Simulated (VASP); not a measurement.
# Li6P2Rh in VASP: notebook, part 2 of 2

VASP 6.6.1.

### 3 Single point, PBE+U

Contents of INCAR:

```
SYSTEM = Li6P2Rh
ALGO     = Normal         ! electronic algorithm
EDIFF    = 1E-6           ! SCF threshold, eV
ENCUT    = 520            ! plane-wave cutoff, eV
GGA      = PE             ! functional
ISIF     = 2              ! what is computed and relaxed
ISMEAR   = -1             ! smearing method
LASPH    = .True.         ! aspherical terms in the spheres
LCHARG   = .False.        ! write CHGCAR
LDAU     = .True.         ! DFT+U
LDAUJ    = 0 0 0        
LDAUL    = -1 2 -1        ! shell
LDAUPRINT= 1            
LDAUTYPE = 2            
LDAUU    = 0 5 0          ! U, eV
LMAXMIX  = 4              ! l up to which the mixer works
LREAL    = .False.        ! projectors in reciprocal space
LWAVE    = .False.        ! write WAVECAR
NBANDS   = 32             ! bands
NELM     = 150            ! most SCF steps
PREC     = Accurate       ! precision mode
SIGMA    = 0.1            ! smearing width, eV
```

Contents of KPOINTS:

```
k-points
0
Gamma
  3 3 6
  0 0 0
```

Contents of POSCAR:

```
Li6P2Rh
1.0
    3.2308870000      5.5960580000      0.0000000000
   -3.2308870000      5.5960580000      0.0000000000
    0.0000000000      0.0000000000      3.2132220000
Li Rh P
6 1 2
Direct
    0.2420000000      0.7580000000      0.0000000000
    0.7580000000      0.0000000000      0.0000000000
    0.0000000000      0.2420000000      0.0000000000
    0.6068000000      0.3932000000      0.5000000000
    0.3932000000      0.0000000000      0.5000000000
    0.0000000000      0.6068000000      0.5000000000
    0.0000000000      0.0000000000      0.5000000000
    0.3333000000      0.3334000000      0.0000000000
    0.6667000000      0.6666000000      0.0000000000
```

Potentials or basis: VASP PAW PBE potentials, release 64 (Li_sv, Rh_pv, P).

The run is started by

```sh
$ cat potpaw_PBE.64/Li_sv/POTCAR potpaw_PBE.64/Rh_pv/POTCAR potpaw_PBE.64/P/POTCAR > POTCAR
$ mpirun -np 1 vasp_std > vasp.out
```

OUTCAR:

```text
SYSTEM = Li6P2Rh
   EDIFF = 1E-6
   ENCUT = 520
   GGA = PE
   ISIF = 2
   ISMEAR = -1
   LASPH = .True.
   LREAL = .False.
   NELM = 150
   PREC = Accurate

 ion  position               nearest neighbor table
   1  0.242  0.758  0.000-   7 2.24   7 2.24   8 2.50   9 2.50
   2  0.758  0.000  0.000-   7 2.24   7 2.24   9 2.50   8 2.50
   3  0.000  0.242  0.000-   7 2.24   7 2.24   9 2.50   8 2.50
   4  0.607  0.393  0.500-   7 2.54   9 2.56   9 2.56   8 2.56   8 2.56
   5  0.393  0.000  0.500-   7 2.54   8 2.56   8 2.56   9 2.56   9 2.56
   6  0.000  0.607  0.500-   7 2.54   8 2.56   8 2.56   9 2.56   9 2.56
   7  0.000  0.000  0.500-   2 2.24   3 2.24   2 2.24   3 2.24   1 2.24   1 2.24   6 2.54   5 2.54
                             4 2.54
   8  0.333  0.333  0.000-   1 2.50   3 2.50   2 2.50   6 2.56   6 2.56   4 2.56   4 2.56   5 2.56
                             5 2.56
   9  0.667  0.667  0.000-   3 2.50   1 2.50   2 2.50   4 2.56   4 2.56   6 2.56   6 2.56   5 2.56
                             5 2.56

  LATTYP: Found a hexagonal cell.
 ALAT       =     6.4617718891
 C/A-ratio  =     0.4972663931

  Lattice vectors:

 A1 = (   3.2308870000,  -5.5960580000,   0.0000000000)
 A2 = (   3.2308870000,   5.5960580000,   0.0000000000)
 A3 = (   0.0000000000,   0.0000000000,   3.2132220000)

Analysis of symmetry for initial positions (statically):
=====================================================================
 Subroutine PRICEL returns:
 Original cell was already a primitive cell.

 Routine SETGRP: Setting up the symmetry group for a
 hexagonal supercell.

[... 192 lines left out ...]
  o =  0.8496  v =  0.0000 -0.8976 -0.0000 -0.4407 -0.0000  0.0000  0.0000  0.0000  0.0000  0.0000      0.0000  0.0000  0.0000  0.0000  0.0000  0.0000  0.0000  0.0000  0.0000  0.0000
  o =  0.8496  v =  0.0000  0.0000  0.0000  0.0000  0.0000  0.0000 -0.8976 -0.0000 -0.4407 -0.0000      0.0000  0.0000  0.0000  0.0000  0.0000  0.0000  0.0000  0.0000  0.0000  0.0000
  o =  0.8496  v =  0.0000  0.0000  0.0000  0.0000  0.0000  0.0000 -0.4407 -0.0000  0.8976 -0.0000      0.0000  0.0000  0.0000  0.0000  0.0000  0.0000  0.0000  0.0000  0.0000  0.0000
  o =  0.8496  v =  0.0000 -0.4407 -0.0000  0.8976 -0.0000  0.0000  0.0000  0.0000  0.0000  0.0000      0.0000  0.0000  0.0000  0.0000  0.0000  0.0000  0.0000  0.0000  0.0000  0.0000

 number of electron      43.0000007 magnetization

 Free energy of the ion-electron system (eV)
  ---------------------------------------------------
  ext. energy  EPLUGINS =         0.00000000
  ---------------------------------------------------
  free energy    TOTEN  =       -26.39101042 eV

  energy without entropy =      -26.25506139  energy(sigma->0) =      -26.32303591

 E-fermi :   4.1213     XC(G=0):  -9.7114

 val. band max:        4.0790279136   @ k =   0.0000   0.3333   0.0000
 cond. band min:       4.1699035950   @ k =  -0.3333   0.3333   0.1667
 fundamental gap:      0.0908756813
 Fermi energy:         4.1212631649

 k-point     1 :       0.0000    0.0000    0.0000
  band No.  band energies     occupation
      1     -40.9745      2.00000
      2     -40.9710      2.00000
      3     -40.9706      2.00000
      4     -40.6058      2.00000
      5     -40.6054      2.00000
      6     -40.5909      2.00000
[... 549 lines left out ...]
     31      10.6024      0.00000
     32      11.1149      0.00000

------------------------ aborting loop because EDIFF is reached ----------------------------------------

  FORCE on cell =-STRESS in cart. coord.  units (eV):
  Direction    XX          YY          ZZ          XY          YZ          ZX
  --------------------------------------------------------------------------------------
  -------------------------------------------------------------------------------------
  Total        7.1071983      7.1071801      1.6765208     -0.0000104      0.0000000      0.0000000
  in kB       98.0018590     98.0016082     23.1177105     -0.0001433      0.0000000      0.0000000
  external PRESSURE =      73.0403926 kB  Pullay stress =       0.0000000 kB

 VOLUME and BASIS-vectors are now :
 -----------------------------------------------------------------------------
  energy-cutoff  :      520.00
  volume of cell :      116.19
      direct lattice vectors                 reciprocal lattice vectors
     3.230887000  5.596058000  0.000000000     0.154756264  0.089348609  0.000000000
    -3.230887000  5.596058000  0.000000000    -0.154756264  0.089348609  0.000000000
     0.000000000  0.000000000  3.213222000     0.000000000  0.000000000  0.311214102

 POSITION                                       TOTAL-FORCE (eV/Angst)
 -----------------------------------------------------------------------------------
     -1.66714      5.59606      0.00000         1.334235      0.000374      0.000000
      2.44901      4.24181      0.00000        -0.667492     -1.156130      0.000000
     -0.78187      1.35425      0.00000        -0.666793      1.155668      0.000000
      0.69012      5.59606      1.60661        -0.312262     -0.000243      0.000000
      1.27038      2.20037      1.60661         0.156423      0.270932      0.000000
     -1.96050      3.39569      1.60661         0.155920     -0.270548      0.000000
      0.00000      0.00000      1.60661         0.000028      0.000048      0.000000
     -0.00032      3.73089      0.00000         0.001718     -0.001059      0.000000
      0.00032      7.46122      0.00000        -0.001776      0.000959      0.000000
 -----------------------------------------------------------------------------------
    total drift:                                0.000015      0.000034      0.000000

  FREE ENERGIE OF THE ION-ELECTRON SYSTEM (eV)
  ---------------------------------------------------
  free  energy   TOTEN  =       -26.3910104206 eV

  energy  without entropy=      -26.2550613905  energy(sigma->0) =      -26.32303591
```

Run time: 2.4 min. Hardware: 1 thread of AMD EPYC 7R43 (Zen 3), shared host; peak memory 0.2 GiB.

What came out:

* Free energy: -26.3910 eV
* Largest force: 1.335 eV/Å
* Band gap on the k mesh: zero (an odd number of electrons rules out a gap without spin polarisation)

Forces in eV/Å, atoms in the order of the input:
```
Li   1.334  0.000  0.000
Li  -0.667 -1.156  0.000
Li  -0.667  1.156  0.000
Li  -0.312  0.000  0.000
Li   0.156  0.271  0.000
Li   0.156 -0.271  0.000
Rh   0.000  0.000  0.000
P    0.002 -0.001  0.000
P   -0.002  0.001  0.000
```

Eigenvalues of the final occupation matrices:
| site | spin | trace | eigenvalues |
| --- | --- | --- | --- |
| site 7 d | 1 | 4.01 | 0.67 0.82 0.82 0.85 0.85 |
| site 7 d | 2 | 4.01 | 0.67 0.82 0.82 0.85 0.85 |

Caveat: the k points lie up to 0.37 Å⁻¹ apart, too coarse for converged energies and pressures of a metal; the cutoff is under 1.25 times the usual one of these potentials, so pressure, stress and relaxed cells hold a basis-set (Pulay) error; U without spin polarisation on a metal has little footing; the U is typed as a test and isn't derived for this compound; forces of over 1 eV/Å act on the atoms, so gaps and moduli don't describe the material at rest.
